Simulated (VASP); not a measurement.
# AlCr2C (P6_3/mmc) in VASP: further runs, part 2 of 2

VASP 6.6.1. The steps go on from the part before.

### 4 Relaxation of shape and atoms at fixed volume, PBE (volume scaled by 0.91)

INCAR

```
SYSTEM = AlCr2C
ALGO = Normal
EDIFF = 1E-6
EDIFFG = -0.01
ENCUT = 600
GGA = PE
IBRION = 2
ISIF = 4
ISMEAR = 0
LASPH = .True.
LCHARG = .False.
LREAL = .False.
LWAVE = .False.
NELM = 60
NSW = 50
PREC = Accurate
SIGMA = 0.1
```

KPOINTS

```
k-points
0
Gamma
  12 12 4
  0 0 0
```

POSCAR

```
AlCr2C
1.0
    2.7517710046      0.0000000000      0.0000000000
   -1.3758855023      2.3831035954      0.0000000000
    0.0000000000      0.0000000000     12.3162419457
Al Cr C
2 4 2
Direct
    0.6666666667      0.3333333333      0.2500000000
    0.3333333333      0.6666666667      0.7500000000
    0.3333333333      0.6666666667      0.4134905444
    0.6666666667      0.3333333333      0.9134905444
    0.6666666667      0.3333333333      0.5865094556
    0.3333333333      0.6666666667      0.0865094556
    0.0000000000      0.0000000000      0.5000000000
    0.0000000000      0.0000000000      0.0000000000
```

Potentials or basis: VASP PAW PBE potentials, release 64 (Al, Cr_pv, C).

Command:

```
cat potpaw_PBE.64/Al/POTCAR potpaw_PBE.64/Cr_pv/POTCAR potpaw_PBE.64/C/POTCAR > POTCAR
mpirun -np 1 vasp_std > vasp.out
```

OUTCAR:

```text
SYSTEM = AlCr2C
   EDIFF = 1E-6
   EDIFFG = -0.01
   ENCUT = 600
   GGA = PE
   IBRION = 2
   ISIF = 4
   ISMEAR = 0
   LASPH = .True.
   LREAL = .False.
   NELM = 60
   NSW = 50
   PREC = Accurate

 ion  position               nearest neighbor table
   1  0.667  0.333  0.250-   3 2.56   6 2.56   3 2.56   6 2.56   3 2.56   6 2.56
   2  0.333  0.667  0.750-   4 2.56   5 2.56   4 2.56   5 2.56   4 2.56   5 2.56
   3  0.333  0.667  0.413-   7 1.91   7 1.91   7 1.91   1 2.56   1 2.56   1 2.56   5 2.66   5 2.66
                             5 2.66
   4  0.667  0.333  0.913-   8 1.91   8 1.91   8 1.91   2 2.56   2 2.56   2 2.56   6 2.66   6 2.66
                             6 2.66
   5  0.667  0.333  0.587-   7 1.91   7 1.91   7 1.91   2 2.56   2 2.56   2 2.56   3 2.66   3 2.66
                             3 2.66
   6  0.333  0.667  0.087-   8 1.91   8 1.91   8 1.91   1 2.56   1 2.56   1 2.56   4 2.66   4 2.66
                             4 2.66
   7  0.000  0.000  0.500-   3 1.91   5 1.91   5 1.91   3 1.91   5 1.91   3 1.91
   8  0.000  0.000  0.000-   4 1.91   6 1.91   4 1.91   6 1.91   4 1.91   6 1.91

  LATTYP: Found a hexagonal cell.
 ALAT       =     2.7517710046
 C/A-ratio  =     4.4757510436

  Lattice vectors:

 A1 = (   2.7517710046,   0.0000000000,   0.0000000000)
 A2 = (  -1.3758855023,   2.3831035954,   0.0000000000)
 A3 = (   0.0000000000,   0.0000000000,  12.3162419457)

Analysis of symmetry for initial positions (statically):
=====================================================================
 Subroutine PRICEL returns:
 Original cell was already a primitive cell.

 Routine SETGRP: Setting up the symmetry group for a
 hexagonal supercell.

 Subroutine GETGRP returns: Found 24 space group operations
 (whereof 12 operations were pure point group operations)
 out of a pool of 24 trial point group operations.

The static configuration has the point symmetry D_3d.
 The point group associated with its full space group is D_6h.

Analysis of symmetry for dynamics (positions and initial velocities):
=====================================================================
 Subroutine PRICEL returns:
 Original cell was already a primitive cell.

 Routine SETGRP: Setting up the symmetry group for a
 hexagonal supercell.

 Subroutine GETGRP returns: Found 24 space group operations
 (whereof 12 operations were pure point group operations)
 out of a pool of 24 trial point group operations.

The dynamic configuration has the point symmetry D_3d.
 The point group associated with its full space group is D_6h.

 Subroutine INISYM returns: Found 24 space group operations
 (whereof 12 operations are pure point group operations),
 and found     1 'primitive' translations

----------------------------------------------------------------------------------------

                                     Primitive cell

  volume of cell :      80.7669

  direct lattice vectors                    reciprocal lattice vectors
     2.751771005  0.000000000  0.000000000     0.363402332  0.209810434  0.000000000
    -1.375885502  2.383103595  0.000000000     0.000000000  0.419620868  0.000000000
     0.000000000  0.000000000 12.316241946     0.000000000  0.000000000  0.081193598

  length of vectors
     2.751771005  2.751771005 12.316241946     0.419620868  0.419620868  0.081193598
[... 75 lines left out ...]
   k-points           NKPTS =     57   k-points in BZ     NKDIM =     57   number of bands    NBANDS=     37
   number of dos      NEDOS =    301   number of ions     NIONS =      8
   total plane-waves  NPLWV =  56448
   dimension x,y,z NGX =    24 NGY =   24 NGZ =   98
   dimension x,y,z NGXF=    48 NGYF=   48 NGZF=  196
   ions per type =               2   4   2
   NGX,Y,Z   is equivalent  to a cutoff of  14.50, 14.50, 13.23 a.u.
   NGXF,Y,Z  is equivalent  to a cutoff of  29.00, 29.00, 26.46 a.u.
 SYSTEM =  AlCr2C
   PREC   = accura    normal or accurate (medium, high low for compatibility)
   ISTART =      0    job   : 0-new  1-cont  2-samecut
   ICHARG =      2    charge: 1-file 2-atom 10-const
   ISPIN  =      1    spin polarized calculation?
   LNONCOLLINEAR =      F non collinear calculations
   LSORBIT =      F    spin-orbit coupling
   LASPH  =      T    aspherical Exc in radial PAW
   ENCUT  =  600.0 eV  44.10 Ry    6.64 a.u.   5.50  5.50 24.60*2*pi/ulx,y,z
   NELM   =     60;   NELMIN=  2; NELMDL= -5     # of ELM steps
   EDIFF  = 0.1E-05   stopping-criterion for ELM
   LREAL  =      F    real-space projection
   EDIFFG = -.1E-01   stopping-criterion for IOM
   NSW    =     50    number of steps for IOM
   IBRION =      2    ionic relax: 0-MD 1-quasi-New 2-CG
   NFREE  =      1    steps in history (QN), initial steepest desc. (CG)
   ISIF   =      4    stress and relaxation
   ISYM   =      2    0-nonsym 1-usesym 2-fastsym
   POTIM  = 0.5000    time-step for ionic-motion
   TEBEG  =    0.0;   TEEND  =   0.0 temperature during run
   PSTRESS=    0.0 pullay stress
   NELECT =      62.0000    total number of electrons
   NUPDOWN=      -1.0000    fix difference up-down
   EMIN   =  10.00;   EMAX   =-10.00  energy-range for DOS
   EFERMI =   0.00;   METHOD = LEGACY
   ISMEAR =     0;   SIGMA  =   0.10  broadening in eV -4-tet -1-fermi 0-gaus
   EFERMI_NEDOS =   21; number of points for ismear=-14 and -15
   IALGO  =     38    algorithm
   IMIX   =      4    mixing-type and parameters
     AMIX     =   0.40;   BMIX     =  1.00
     AMIX_MAG =   1.60;   BMIX_MAG =  1.00
  volume/ion in A,a.u.               =      10.10        68.13
  Fermi-wavevector in a.u.,A,eV,Ry     =   1.498975  2.832651 30.571266  2.246925
  Thomas-Fermi vector in A             =   2.610664
   LORBIT       =      0    0 simple, 1 ext, 2 COOP (PROOUT), +10 PAW based schemes
   GGA     = PE    functional components
   LHFCALC =     F    Hartree Fock is set to
   AEXX    =    0.0000 exact exchange contribution
   IVDW    =     0    specifies the selected vdW correction
   LEPSILON=     F    determine dielectric tensor
   LRPA    =     F    only Hartree local field effects (RPA)
 conjugate gradient relaxation of ions
 non-spin polarized calculation
 Gauss-broadening in eV      SIGMA  =   0.10
  energy-cutoff  :      600.00
  volume of cell :       80.77
 maximum number of plane-waves:      2749
 NGX is ok and might be reduce to    24
   NGX = 11   NGY = 11   NGZ = 49

--------------------------------------- Ionic step        1  -------------------------------------------

 number of electron      62.0000002 magnetization

 Free energy of the ion-electron system (eV)
  ---------------------------------------------------
  ext. energy  EPLUGINS =         0.00000000
  ---------------------------------------------------
  free energy    TOTEN  =       -64.99211542 eV

  energy without entropy =      -64.96516177  energy(sigma->0) =      -64.97863859

------------------------ aborting loop because EDIFF is reached ----------------------------------------

  FORCE on cell =-STRESS in cart. coord.  units (eV):
  Direction    XX          YY          ZZ          XY          YZ          ZX
  --------------------------------------------------------------------------------------
  -------------------------------------------------------------------------------------
  Total       11.6022701     11.6022701     11.6874726     -0.0000000      0.0000000      0.0000000
  in kB      230.1548503    230.1548503    231.8450153     -0.0000000      0.0000000      0.0000000
  external PRESSURE =     230.7182386 kB  Pullay stress =       0.0000000 kB
[... 155 lines left out ...]
--------------------------------------- Ionic step        5  -------------------------------------------

 number of electron      62.0000014 magnetization

 Free energy of the ion-electron system (eV)
  ---------------------------------------------------
  ext. energy  EPLUGINS =         0.00000000
  ---------------------------------------------------
  free energy    TOTEN  =       -65.00538651 eV

  energy without entropy =      -64.97890491  energy(sigma->0) =      -64.99214571

 E-fermi :  11.1620     XC(G=0): -12.9561

 val. band max:       11.1589467838   @ k =   0.3333   0.0000   0.2500
 cond. band min:      11.1727875549   @ k =   0.3333   0.0000   0.0000
 fundamental gap:      0.0138407711
 Fermi energy:        11.1619877670

 k-point     1 :       0.0000    0.0000    0.0000
  band No.  band energies     occupation
      1     -32.2672      2.00000
      2     -32.2642      2.00000
      3     -31.9595      2.00000
      4     -31.9595      2.00000
      5     -31.9594      2.00000
      6     -31.9594      2.00000
[... 949 lines left out ...]
     36      12.0513      0.00000
     37      12.1571      0.00000

 [... further k-points ...]

------------------------ aborting loop because EDIFF is reached ----------------------------------------

  FORCE on cell =-STRESS in cart. coord.  units (eV):
  Direction    XX          YY          ZZ          XY          YZ          ZX
  --------------------------------------------------------------------------------------
  -------------------------------------------------------------------------------------
  Total       10.8836341     10.8836341     10.9235564      0.0000000      0.0000000      0.0000000
  in kB      215.8992287    215.8992287    216.6911689      0.0000000      0.0000000      0.0000000
  external PRESSURE =     216.1632087 kB  Pullay stress =       0.0000000 kB
[... 23 lines left out ...]
  FREE ENERGIE OF THE ION-ELECTRON SYSTEM (eV)
  ---------------------------------------------------
  free  energy   TOTEN  =       -65.0053865083 eV

  energy  without entropy=      -64.9789049145  energy(sigma->0) =      -64.99214571

 reached required accuracy - stopping structural energy minimisation
```

Wall time 10 min (1 thread of Intel Xeon 6975P-C, shared host); peak memory 0.36 GiB.

Results:

```
Free energy                  : -65.0054 eV
Energy gained by relaxing    : 1.7 meV/atom
Ionic steps                  : 5
Pressure after relaxing      : 21.6 GPa
Largest force after relaxing : 0.008 eV/Å
Band gap on the k mesh       : zero (band 31 reaches 11.61 eV, above the bottom of band 32 at 10.70 eV)
```

Forces in eV/Å, atoms in the order of the input:
```
Al   0.000  0.000  0.000
Al   0.000  0.000  0.000
Cr   0.000  0.000  0.008
Cr   0.000  0.000  0.008
Cr   0.000  0.000 -0.008
Cr   0.000  0.000 -0.008
C    0.000  0.000  0.000
C    0.000  0.000  0.000
```

Step by step:
```tsv
step	energy change (eV)	largest force (eV/Å)	pressure (GPa)	volume (Å³)
1	0.0000	0.4368	23.07	80.77
2	-0.0113	0.1670	21.12	80.77
3	-0.0132	0.0001	21.62	80.77
4	-0.0132	0.0077	21.61	80.77
5	-0.0133	0.0083	21.62	80.77
```

Final structure:
```
Al Cr C
1.0
     2.75071    0.00000    0.00000
    -1.37536    2.38219    0.00000
     0.00000    0.00000   12.32574
Al Cr C
2 4 2
Direct
  0.66667 0.33333 0.25000
  0.33333 0.66667 0.75000
  0.33333 0.66667 0.41223
  0.66667 0.33333 0.91223
  0.66667 0.33333 0.58777
  0.33333 0.66667 0.08777
  0.00000 0.00000 0.50000
  0.00000 0.00000 0.00000
```

Caveat: the cell differs from its parent crystal (volume scaled by 0.91). Spin polarisation is off, so any magnetic state and its effect on volume and gap are missing.

### 5 Summary

```tsv
task	cell	cutoff (eV)	gap on the mesh (eV)	pressure (GPa)	largest force (eV/Å)
single point	a = 2.932, b = 2.932, c = 13.113 Å, angles 90.0, 90.0, 120.0°, 8 atoms	520	none	-14.3	0.04
relaxation of shape and atoms at fixed volume	relaxed from a = 2.719, b = 2.719, c = 12.196 Å, angles 90.0, 90.0, 120.0°, 8 atoms	600	none	31.6	0.01
relaxation of shape and atoms at fixed volume	relaxed from a = 2.752, b = 2.752, c = 12.316 Å, angles 90.0, 90.0, 120.0°, 8 atoms	600	none	21.6	0.01
```

Alike in all rows: level PBE; potentials or basis VASP PAW PBE potentials, release 64 (Al, Cr_pv, C); no spin polarisation; k mesh 12 × 12 × 4; smearing gaussian 0.1 eV.

Absolute energies hang on the potentials; compare differences alone.
